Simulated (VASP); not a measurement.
# C (Fm-3m) in VASP: notebook

C is run at these levels: PBEsol; tasks: single point.

All numbers are computed with VASP 6.6.1; they aren't measurements. Logs are shortened: lines on timing, memory, paths and dates and some standing lists are left out, and cuts for length are marked.

## (1) The cell of the first run

Symmetry: Fm-3m, No. 225, cubic system. Conventional cell: a = 3.061 Å, b = 3.061 Å, c = 3.061 Å, α = 90.00°, β = 90.00°, γ = 90.00°. C (site symmetry m-3m) has 12 C at 2.16 Å within 2.9 Å.

## (2) Single point, PBEsol

Input file INCAR:

```
SYSTEM = C
PREC     = Accurate       ! precision mode
ENCUT    = 520            ! plane-wave cutoff, eV
EDIFF    = 1E-7           ! SCF threshold, eV
ISMEAR   = 0              ! smearing method
SIGMA    = 0.1            ! smearing width, eV
LREAL    = .False.        ! projectors in reciprocal space
LASPH    = .True.         ! aspherical terms in the spheres
NELM     = 80             ! most SCF steps
ALGO     = Normal         ! electronic algorithm
ISIF     = 2              ! what is computed and relaxed
LWAVE    = .False.        ! write WAVECAR
LCHARG   = .False.        ! write CHGCAR
GGA      = PS             ! functional
NBANDS   = 8              ! bands
```

Input file KPOINTS:

```
Automatic mesh
0
Gamma
  8 8 8
  0 0 0
```

Input file POSCAR:

```
C
1.0
    0.0000000000      1.5303291895      1.5303291895
    1.5303291895      0.0000000000      1.5303291895
    1.5303291895      1.5303291895      0.0000000000
C
1
Direct
    0.0000000000      0.0000000000      0.0000000000
```

Potentials or basis: VASP PAW PBE potentials, release 64 (C).

On the command line:

```bash
cat potpaw_PBE.64/C/POTCAR > POTCAR
mpirun -np 1 vasp_std > vasp.out
```

OUTCAR:

```text
SYSTEM = C
   PREC = Accurate
   ENCUT = 520
   EDIFF = 1E-7
   ISMEAR = 0
   LREAL = .False.
   LASPH = .True.
   NELM = 80
   ISIF = 2
   GGA = PS

 ion  position               nearest neighbor table
   1  0.000  0.000  0.000-

  LATTYP: Found a face centered cubic cell.
 ALAT       =     3.0606583790

  Lattice vectors:

 A1 = (   0.0000000000,   1.5303291895,   1.5303291895)
 A2 = (   1.5303291895,   0.0000000000,   1.5303291895)
 A3 = (   1.5303291895,   1.5303291895,   0.0000000000)

Analysis of symmetry for initial positions (statically):
=====================================================================
 Subroutine PRICEL returns:
 Original cell was already a primitive cell.

 Routine SETGRP: Setting up the symmetry group for a
 face centered cubic supercell.

 Subroutine GETGRP returns: Found 48 space group operations
 (whereof 48 operations were pure point group operations)
 out of a pool of 48 trial point group operations.

The static configuration has the point symmetry O_h .

Analysis of symmetry for dynamics (positions and initial velocities):
=====================================================================
 Subroutine PRICEL returns:
 Original cell was already a primitive cell.

 Routine SETGRP: Setting up the symmetry group for a
 face centered cubic supercell.

 Subroutine GETGRP returns: Found 48 space group operations
 (whereof 48 operations were pure point group operations)
 out of a pool of 48 trial point group operations.

The dynamic configuration has the point symmetry O_h .

 Subroutine INISYM returns: Found 48 space group operations
 (whereof 48 operations are pure point group operations),
 and found     1 'primitive' translations

----------------------------------------------------------------------------------------

                                     Primitive cell

  volume of cell :       7.1678

  direct lattice vectors                    reciprocal lattice vectors
     0.000000000  1.530329189  1.530329189    -0.326727088  0.326727088  0.326727088
     1.530329189  0.000000000  1.530329189     0.326727088 -0.326727088  0.326727088
     1.530329189  1.530329189  0.000000000     0.326727088  0.326727088 -0.326727088

  length of vectors
     2.164212295  2.164212295  2.164212295     0.565907917  0.565907917  0.565907917

  position of ions in fractional coordinates (direct lattice)
     0.000000000  0.000000000  0.000000000

  ion indices of the primitive-cell ions
   primitive index   ion index
                 1           1

----------------------------------------------------------------------------------------

 KPOINTS: Automatic mesh

Automatic generation of k-mesh.
 Grid dimensions read from file:
 generate k-points for:    8    8    8

 Generating k-lattice:

  Cartesian coordinates                     Fractional coordinates (reciprocal lattice)
    -0.040840886  0.040840886  0.040840886     0.125000000  0.000000000  0.000000000
     0.040840886 -0.040840886  0.040840886     0.000000000  0.125000000  0.000000000
     0.040840886  0.040840886 -0.040840886     0.000000000  0.000000000  0.125000000

  Length of vectors
     0.070738490  0.070738490  0.070738490

  Shift w.r.t. Gamma in fractional coordinates (k-lattice)
     0.000000000  0.000000000  0.000000000

 Subroutine IBZKPT returns following result:
 ===========================================

 Found     29 irreducible k-points:

 Following reciprocal coordinates:
            Coordinates               Weight
  0.000000  0.000000  0.000000      1.000000
  0.125000  0.000000  0.000000      8.000000
  0.250000  0.000000  0.000000      8.000000
  0.375000  0.000000  0.000000      8.000000
  0.500000  0.000000  0.000000      4.000000
  0.125000  0.125000  0.000000      6.000000
[... 16 lines left out ...]
  0.500000  0.250000  0.125000     48.000000
 -0.375000  0.250000  0.125000     24.000000
 [... further k-points ...]
   k-points           NKPTS =     29   k-points in BZ     NKDIM =     29   number of bands    NBANDS=      8
   number of dos      NEDOS =    301   number of ions     NIONS =      1
   total plane-waves  NPLWV =   4096
   dimension x,y,z NGX =    16 NGY =   16 NGZ =   16
   dimension x,y,z NGXF=    32 NGYF=   32 NGZF=   32
   ions per type =               1
   NGX,Y,Z   is equivalent  to a cutoff of  12.29, 12.29, 12.29 a.u.
   NGXF,Y,Z  is equivalent  to a cutoff of  24.58, 24.58, 24.58 a.u.
 SYSTEM =  C
   PREC   = accura    normal or accurate (medium, high low for compatibility)
   ISTART =      0    job   : 0-new  1-cont  2-samecut
   ICHARG =      2    charge: 1-file 2-atom 10-const
   ISPIN  =      1    spin polarized calculation?
   LNONCOLLINEAR =      F non collinear calculations
   LSORBIT =      F    spin-orbit coupling
   LASPH  =      T    aspherical Exc in radial PAW
   ENCUT  =  520.0 eV  38.22 Ry    6.18 a.u.   4.02  4.02  4.02*2*pi/ulx,y,z
   NELM   =     80;   NELMIN=  2; NELMDL= -5     # of ELM steps
   EDIFF  = 0.1E-06   stopping-criterion for ELM
   LREAL  =      F    real-space projection
   EDIFFG = 0.1E-05   stopping-criterion for IOM
   NSW    =      0    number of steps for IOM
   IBRION =     -1    ionic relax: 0-MD 1-quasi-New 2-CG
   NFREE  =      0    steps in history (QN), initial steepest desc. (CG)
   ISIF   =      2    stress and relaxation
   ISYM   =      2    0-nonsym 1-usesym 2-fastsym
   POTIM  = 0.5000    time-step for ionic-motion
   TEBEG  =    0.0;   TEEND  =   0.0 temperature during run
   PSTRESS=    0.0 pullay stress
   NELECT =       4.0000    total number of electrons
   NUPDOWN=      -1.0000    fix difference up-down
   EMIN   =  10.00;   EMAX   =-10.00  energy-range for DOS
   EFERMI =   0.00;   METHOD = LEGACY
   ISMEAR =     0;   SIGMA  =   0.10  broadening in eV -4-tet -1-fermi 0-gaus
   EFERMI_NEDOS =   21; number of points for ismear=-14 and -15
   IALGO  =     38    algorithm
   IMIX   =      4    mixing-type and parameters
     AMIX     =   0.40;   BMIX     =  1.00
     AMIX_MAG =   1.60;   BMIX_MAG =  1.00
  volume/ion in A,a.u.               =       7.17        48.37
  Fermi-wavevector in a.u.,A,eV,Ry     =   1.347824  2.547019 24.716758  1.816631
  Thomas-Fermi vector in A             =   2.475543
   LORBIT       =      0    0 simple, 1 ext, 2 COOP (PROOUT), +10 PAW based schemes
   GGA     = PS    functional components
   LHFCALC =     F    Hartree Fock is set to
   AEXX    =    0.0000 exact exchange contribution
   IVDW    =     0    specifies the selected vdW correction
   LEPSILON=     F    determine dielectric tensor
   LRPA    =     F    only Hartree local field effects (RPA)
 non-spin polarized calculation
 Gauss-broadening in eV      SIGMA  =   0.10
  energy-cutoff  :      520.00
  volume of cell :        7.17
 maximum number of plane-waves:       202
   NGX =  9   NGY =  9   NGZ =  9

 number of electron       4.0000000 magnetization

 Free energy of the ion-electron system (eV)
  ---------------------------------------------------
  ext. energy  EPLUGINS =         0.00000000
  ---------------------------------------------------
  free energy    TOTEN  =        -5.16835210 eV

  energy without entropy =       -5.16369528  energy(sigma->0) =       -5.16602369

 E-fermi :   7.9318     XC(G=0): -12.8819

 val. band max:        7.9220127805   @ k =  -0.3750   0.2500   0.0000
 cond. band min:       7.9976585518   @ k =  -0.2500   0.1250   0.0000
 fundamental gap:      0.0756457713
 Fermi energy:         7.9317915259

 k-point     1 :       0.0000    0.0000    0.0000
  band No.  band energies     occupation
      1     -11.1768      2.00000
      2      16.0426      0.00000
      3      16.0426      0.00000
      4      16.0426      0.00000
      5      38.0334      0.00000
      6      38.0334      0.00000
      7      38.0334      0.00000
      8      39.3363      0.00000

 k-point     2 :       0.1250    0.0000    0.0000
  band No.  band energies     occupation
      1     -10.5456      2.00000
      2      14.1640      0.00000
      3      15.7289      0.00000
      4      15.7289      0.00000
      5      34.6813      0.00000
      6      38.8006      0.00000
      7      38.8006      0.00000
      8      39.0094      0.00000

 k-point     3 :       0.2500    0.0000    0.0000
  band No.  band energies     occupation
      1      -8.6618      2.00000
      2       9.4500      0.00000
      3      15.0614      0.00000
      4      15.0614      0.00000
      5      32.8622      0.00000
      6      38.0562      0.00000
      7      38.2749      0.00000
      8      38.2749      0.00000

 k-point     4 :       0.3750    0.0000    0.0000
  band No.  band energies     occupation
      1      -5.5606      2.00000
      2       3.8712      2.00000
      3      14.4942      0.00000
      4      14.4942      0.00000
      5      32.6784      0.00000
      6      36.2355      0.00000
      7      36.2355      0.00000
      8      36.9500      0.00000

 k-point     5 :       0.5000    0.0000    0.0000
  band No.  band energies     occupation
      1      -1.5928      2.00000
      2      -1.0285      2.00000
      3      14.2827      0.00000
      4      14.2827      0.00000
      5      32.7983      0.00000
      6      35.4084      0.00000
      7      35.4084      0.00000
      8      36.4602      0.00000
[... 177 lines left out ...]
 k-point    22 :       0.3750    0.2500    0.1250
  band No.  band energies     occupation
      1      -7.0067      2.00000
      2      10.0709      0.00000
      3      10.6331      0.00000
      4      14.0827      0.00000
      5      30.5333      0.00000
      6      30.9659      0.00000
      7      40.0617      0.00000
      8      43.2763      0.00000

 k-point    23 :       0.5000    0.2500    0.1250
  band No.  band energies     occupation
      1      -3.9480      2.00000
      2       5.2361      2.00000
      3       9.9827      0.00000
      4      12.7486      0.00000
      5      28.7691      0.00000
      6      33.0364      0.00000
      7      38.8919      0.00000
      8      41.7226      0.00000

 k-point    24 :      -0.3750    0.2500    0.1250
  band No.  band energies     occupation
      1      -0.1856      2.00000
      2       0.6506      2.00000
      3      10.0611      0.00000
      4      11.9675      0.00000
      5      28.2136      0.00000
      6      34.3246      0.00000
      7      39.2349      0.00000
      8      40.1990      0.00000

 [... further k-points ...]

------------------------ aborting loop because EDIFF is reached ----------------------------------------

  FORCE on cell =-STRESS in cart. coord.  units (eV):
  Direction    XX          YY          ZZ          XY          YZ          ZX
  --------------------------------------------------------------------------------------
  -------------------------------------------------------------------------------------
  Total        0.0111810      0.0111810      0.0111810      0.0000000      0.0000000      0.0000000
  in kB        2.4992331      2.4992331      2.4992331      0.0000000      0.0000000      0.0000000
  external PRESSURE =       2.4992331 kB  Pullay stress =       0.0000000 kB

 VOLUME and BASIS-vectors are now :
 -----------------------------------------------------------------------------
  energy-cutoff  :      520.00
  volume of cell :        7.17
      direct lattice vectors                 reciprocal lattice vectors
     0.000000000  1.530329189  1.530329189    -0.326727088  0.326727088  0.326727088
     1.530329189  0.000000000  1.530329189     0.326727088 -0.326727088  0.326727088
     1.530329189  1.530329189  0.000000000     0.326727088  0.326727088 -0.326727088

 POSITION                                       TOTAL-FORCE (eV/Angst)
 -----------------------------------------------------------------------------------
      0.00000      0.00000      0.00000         0.000000     -0.000000      0.000000
 -----------------------------------------------------------------------------------
    total drift:                                0.000000     -0.000000      0.000000

  FREE ENERGIE OF THE ION-ELECTRON SYSTEM (eV)
  ---------------------------------------------------
  free  energy   TOTEN  =        -5.1683520959 eV

  energy  without entropy=       -5.1636952776  energy(sigma->0) =       -5.16602369
```

Wall time 1 s (1 thread of Intel Xeon 6975P-C (Granite Rapids), shared host); peak memory 0.1 GiB.

What came out:

```yaml
Free_energy: -5.1684 eV
Pressure: 0.2 GPa
Band_gap_on_the_k_mesh: zero (band 2 reaches 16.04 eV, above the bottom of band 3 at 4.23 eV)
```

Levels at points of the mesh, in eV from the Fermi level:
```csv
k point,band 1,band 2,band 3,band 4,band 5
"(0.00, 0.00, 0.00)",-19.11,8.11,8.11,8.11,30.10
"(0.50, 0.00, 0.00)",-9.52,-8.96,6.35,6.35,24.87
"(0.50, 0.50, 0.00)",-7.02,-5.51,2.22,2.22,14.68
```

Caveat: the k points lie up to 0.44 Å⁻¹ apart; the PAW data sets were made with another functional, which shifts forces and pressure a little.

## (3) Single point, PBEsol

This run uses another cell than the first one, of 11.47 Å³/atom, 1.600 times its volume.

Input file INCAR:

```
PREC = Accurate
ENCUT = 520
EDIFF = 1E-6
ISMEAR = 0
SIGMA = 0.1
LREAL = False
LASPH = True
NELM = 60
ALGO = Normal
ISIF = 2
LWAVE = False
LCHARG = True
GGA = PS
LELF = True
LVHAR = True
NBANDS = 8
```

Input file KPOINTS:

```
regular mesh
0
Gamma
  8 8 8
```

Input file POSCAR:

```
C
1.0
    0.0000000000      1.7898390965      1.7898390965
    1.7898390965      0.0000000000      1.7898390965
    1.7898390965      1.7898390965      0.0000000000
C
1
Direct
    0.0000000000      0.0000000000      0.0000000000
```

Potentials or basis: VASP PAW PBE potentials, release 64 (C).

On the command line:

```bash
cat potpaw_PBE.64/C/POTCAR > POTCAR
mpirun -np 1 vasp_std > vasp.out
```

It took 1.6 s on 1 thread of Intel Xeon 6975P-C (Granite Rapids), shared host; peak memory 0.11 GiB.

The run converged. Its results:

```yaml
Free_energy: -4.5078 eV
Pressure: -32.9 GPa
Band_gap_on_the_k_mesh: zero (band 2 reaches 7.64 eV, above the bottom of band 3 at 0.86 eV)
```

Levels at points of the mesh, in eV from the Fermi level:
```tsv
k point	band 1	band 2	band 3	band 4	band 5	band 6	band 7
(0.00, 0.00, 0.00)	-13.89	5.09	5.09	5.09	19.74	24.63	24.63
(0.50, 0.00, 0.00)	-8.35	-5.05	4.09	4.09	17.97	21.80	22.78
(0.50, 0.50, 0.00)	-6.23	-3.86	1.78	1.78	12.17	14.59	26.53
```

Caveat: the k points lie up to 0.38 Å⁻¹ apart; the PAW data sets were made with another functional, which shifts forces and pressure a little.
